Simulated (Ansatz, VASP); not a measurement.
**Two plane-wave programs on Ce**

```
CELL_PARAMETERS angstrom
0.00000 2.32379 2.32379
2.32379 0.00000 2.32379
2.32379 2.32379 0.00000
ATOMIC_POSITIONS crystal
Ce 0.00000 0.00000 0.00000
```

Alike in both runs: task single point; functional LDA; k mesh 16 × 16 × 16; occupations fermi-dirac, width 0.1 eV; no spin polarisation.

|  | VASP | Ansatz |
| --- | --- | --- |
| version | VASP 6.6.1 | Ansatz 0.2.0 |
| potentials or method | VASP PAW LDA potentials, release 64 (Ce), cutoff 520 eV | plane waves (420 eV) with PAW, scalar-relativistic |
| valence electrons in the cell | 12 | 12 |

|  | VASP | Ansatz | Ansatz less VASP |
| --- | --- | --- | --- |
| pressure (GPa) | -4.0 | -3.6 | +0.40 |

Ansatz warns that its potentials were made for another functional, while VASP's fit it. LDA's correlation is that of Perdew and Zunger in VASP and of Perdew and Wang (1992) in Ansatz.

Neither program's run includes spin-orbit coupling.
